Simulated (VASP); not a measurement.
A run of VASP 6.6.1:

The input INCAR:

```
SYSTEM = Zn3CdSi4P8
PREC = Accurate
ENCUT = 500
EDIFF = 1E-6
ISMEAR = -1
SIGMA = 0.05
LREAL = Auto
LASPH = .TRUE.
NELM = 120
ALGO = Normal
ISIF = 2
LWAVE = .FALSE.
LCHARG = .FALSE.
GGA = PS
NBANDS = 246
ISYM = -1
GGA_COMPAT = .FALSE.
```

The input KPOINTS:

```
explicit points
1
Reciprocal
  0.25000000   0.25000000   0.25000000 1
```

File POSCAR:

```
Zn3CdSi4P8
1.0
   10.8508350000     -0.0000550000     -0.0000170000
   -0.0000550000     10.8508350000     -0.0000170000
   -0.0000160000     -0.0000160000     10.4590440000
Zn Cd Si P
12 4 16 32
Direct
    0.0014260000      0.0008360000      0.9980740000
    0.0005310000      0.4989660000      0.9999240000
    0.4996560000      0.4996930000      0.9986220000
    0.9983730000      0.2496910000      0.2515070000
    0.5009260000      0.2497660000      0.2512820000
    0.2533470000      0.5031650000      0.7508120000
    0.7495100000      0.9992580000      0.7495560000
    0.7485020000      0.4996390000      0.7478270000
    0.2526080000      0.2481920000      0.4962180000
    0.2494810000      0.7490910000      0.5011290000
    0.7566920000      0.2491660000      0.5014710000
    0.7505340000      0.7499610000      0.5015830000
    0.5036210000      0.0011080000      0.0044110000
    0.9999810000      0.7491230000      0.2492460000
    0.5024540000      0.7507260000      0.2463100000
    0.2475920000      0.0012540000      0.7497020000
    0.0002200000      0.9994890000      0.5003140000
    0.0004160000      0.4982060000      0.5022300000
    0.5011330000      0.9982830000      0.4991630000
    0.5010040000      0.5032760000      0.4966580000
    0.2483950000      0.9992870000      0.2500120000
    0.2501000000      0.5011530000      0.2484340000
    0.7481680000      0.0032540000      0.2491170000
    0.7515590000      0.5003890000      0.2528030000
    0.2488000000      0.2499370000      0.0003600000
    0.2477000000      0.7477080000      0.0018050000
    0.7531220000      0.2492490000      0.9981250000
    0.7506130000      0.7501090000      0.9989810000
    0.0011760000      0.2477990000      0.7449390000
    0.9989760000      0.7486650000      0.7521660000
    0.4970260000      0.2480570000      0.7523710000
    0.4982330000      0.7473680000      0.7522200000
    0.1340350000      0.1253920000      0.1234760000
    0.1335970000      0.6261370000      0.1234310000
    0.6345190000      0.1255710000      0.1236440000
    0.6354210000      0.6234460000      0.1233360000
    0.1136850000      0.1239430000      0.6258120000
    0.1142320000      0.6245410000      0.6242650000
    0.6130470000      0.1275910000      0.6228700000
    0.6133420000      0.6256320000      0.6259500000
    0.3624650000      0.3732370000      0.1268350000
    0.3658050000      0.8750110000      0.1217730000
    0.8644410000      0.3766750000      0.1220750000
    0.8652540000      0.8750690000      0.1240440000
    0.3736810000      0.1155350000      0.3726860000
    0.3749220000      0.6145000000      0.3769790000
    0.8735750000      0.1136880000      0.3758160000
    0.8750490000      0.6139360000      0.3782700000
    0.1228630000      0.3863550000      0.3748850000
    0.1263030000      0.8882160000      0.3764370000
    0.6256680000      0.3877330000      0.3727400000
    0.6247480000      0.8857640000      0.3725970000
    0.1248370000      0.3591310000      0.8792030000
    0.1239840000      0.8627970000      0.8728250000
    0.6226510000      0.3595550000      0.8787220000
    0.6241000000      0.8627660000      0.8740540000
    0.3862690000      0.3757950000      0.6250350000
    0.3902780000      0.8738170000      0.6211200000
    0.8873010000      0.3747810000      0.6230420000
    0.8860740000      0.8740670000      0.6208860000
    0.3737750000      0.1386180000      0.8757110000
    0.3758010000      0.6374770000      0.8730880000
    0.8762850000      0.1352790000      0.8725240000
    0.8777660000      0.6378960000      0.8775380000
```

Potentials or basis: VASP PAW PBE potentials, release 64 (Zn, Cd, Si, P).

Launch:

```sh
$ cat potpaw_PBE.64/Zn/POTCAR potpaw_PBE.64/Cd/POTCAR potpaw_PBE.64/Si/POTCAR potpaw_PBE.64/P/POTCAR > POTCAR
$ mpirun -np 1 vasp_std > vasp.out
```

Hardware: 1 thread of Intel(R) Xeon(R) Platinum 8488C (Sapphire Rapids) (shared host).

Q: Estimate the wall time of this run.

A: Run time: 9.5 min on 1 thread of Intel(R) Xeon(R) Platinum 8488C (Sapphire Rapids), with other jobs on the host, peak memory 1.1 GiB. Counts: scf iterations 17, k points 1.
